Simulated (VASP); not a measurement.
Write the native input for VASP 6.6.1 that does the following.

```yaml
Task: single point
Functional: PBE
Potentials_or_basis: VASP PAW PBE potentials, release 64 (W_sv, C)
Cutoff: 520 eV
k_mesh: 10 × 10 × 6
Occupations: fermi-dirac, width 0.08 eV
Spin: no spin polarisation
Dipole_correction: no
Further_INCAR_settings: ALGO = Normal; EDIFF = 1e-07; NBANDS = 26
```

The structure of WC (NiAs type) lies in POSCAR:

```
WC
1.0
    2.9178957274      0.0000000000      0.0000000000
   -1.4589478637      2.5269718255      0.0000000000
    0.0000000000      0.0000000000      5.7517791198
W C
2 2
Direct
    0.0000000000      0.0000000000      0.0000000000
    0.0000000000      0.0000000000      0.5000000000
    0.3333333333      0.6666666667      0.2500000000
    0.6666666667      0.3333333333      0.7500000000
```

These files were run (other wordings do the same):

INCAR

```
SYSTEM = WC
PREC = Accurate
ENCUT = 520
EDIFF = 1E-7
ISMEAR = -1
SIGMA = 0.08
LREAL = .FALSE.
LASPH = .TRUE.
NELM = 80
ALGO = Normal
ISIF = 2
LWAVE = .FALSE.
LCHARG = .FALSE.
GGA = PE
NBANDS = 26
```

KPOINTS

```
regular mesh
0
G
  10 10 6
  0 0 0
```

Potentials or basis: VASP PAW PBE potentials, release 64 (W_sv, C).

The run is started by

```bash
$ cat potpaw_PBE.64/W_sv/POTCAR potpaw_PBE.64/C/POTCAR > POTCAR
$ mpirun -np 1 vasp_std > vasp.out
```

Results of the run:

```json
{
  "Pressure": "1.0 GPa",
  "Band gap on the k mesh": "zero (bands 18 and 19 overlap by 0.63 eV)"
}
```

Caveat: spin-orbit coupling is left out, which moves the levels of the heavy elements.

Wall time 47 s on 1 thread of Intel(R) Xeon(R) Platinum 8488C (Sapphire Rapids), on a shared host, peak memory 0.2 GiB.
